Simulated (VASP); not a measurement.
Set up this calculation in VASP 6.6.1, as the native input.

| Item | Value |
| --- | --- |
| Task | single point |
| Functional | LDA |
| Potentials or basis | VASP PAW LDA potentials, release 64 (Re) |
| Cutoff | 520 eV |
| k mesh | 22 × 22 × 12 |
| Occupations | fermi-dirac, width 0.1 eV |
| Spin | no spin polarisation |
| Dipole correction | no |
| Further INCAR settings | ALGO = Normal; EDIFF = 1e-06; NBANDS = 14 |

The structure of Re lies in POSCAR:

```
Re
1.0
    2.7391880005      0.0000000000      0.0000000000
   -1.3695940002      2.3722063941      0.0000000000
    0.0000000000      0.0000000000      4.4118668177
Re
2
Direct
    0.3333333333      0.6666666667      0.2500000000
    0.6666666667      0.3333333333      0.7500000000
```

One way to write it, as run:

INCAR

```
SYSTEM = Re
ALGO = Normal
EDIFF = 1E-6
ENCUT = 520
GGA = CA
ISIF = 2
ISMEAR = -1
LASPH = .TRUE.
LCHARG = .TRUE.
LELF = .TRUE.
LREAL = .FALSE.
LVHAR = .TRUE.
LWAVE = .FALSE.
NBANDS = 14
NELM = 100
PREC = Accurate
SIGMA = 0.1
```

KPOINTS

```
k-points
0
G
  22 22 12
  0 0 0
```

Potentials or basis: VASP PAW LDA potentials, release 64 (Re).

Command:

```console
$ cat potpaw_LDA.64/Re/POTCAR > POTCAR
$ mpirun -np 1 vasp_std > vasp.out
```

It gave:

The pressure is 1.6 GPa and the band gap on the k mesh is zero (bands 7 and 8 overlap by 3.63 eV).

Caveat: spin-orbit coupling is left out, which moves the levels of the heavy elements.

Wall time 65 s on 1 thread of Intel(R) Xeon(R) 6975P-C (Granite Rapids), with other jobs on the host, peak memory 0.23 GiB.
